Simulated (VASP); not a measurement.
Here is a VASP 6.6.1 calculation.

INCAR

```
SYSTEM = Pd
PREC     = Accurate       ! precision mode
ENCUT    = 520            ! plane-wave cutoff, eV
EDIFF    = 1E-7           ! SCF threshold, eV
ISMEAR   = 0              ! smearing method
SIGMA    = 0.15           ! smearing width, eV
LREAL    = .FALSE.        ! projectors in reciprocal space
LASPH    = .TRUE.         ! aspherical terms in the spheres
NELM     = 100            ! most SCF steps
ALGO     = Normal         ! electronic algorithm
ISIF     = 2              ! what is computed and relaxed
LWAVE    = .FALSE.        ! write WAVECAR
LCHARG   = .FALSE.        ! write CHGCAR
GGA      = PE             ! functional
NBANDS   = 11             ! bands
```

Contents of KPOINTS:

```
regular mesh
0
G
  20 20 20
  0 0 0
```

POSCAR

```
Pd
1.0
    0.0000000000      2.0226960000      1.7893080000
    2.0226960000      0.0000000000      1.7893080000
    2.0226960000      2.0226960000      0.0000000000
Pd
1
Direct
    0.0000000000      0.0000000000      0.0000000000
```

Potentials or basis: VASP PAW PBE potentials, release 64 (Pd).

Launch:

```bash
$ cat potpaw_PBE.64/Pd/POTCAR > POTCAR
$ mpirun -np 1 vasp_std > vasp.out
```

Predict the pressure.

8.9 GPa.

Predict the band gap on the k mesh.

zero (bands 5 and 6 overlap by 1.87 eV).

Stress tensor (GPa, compression positive):
```
 7.71  0.00  0.00
 0.00  7.71  0.00
 0.00  0.00 11.26
```

Caveat: the cell differs from its parent crystal (strain +0.040 along x and y, -0.080 along z); the cell stands under pressure.
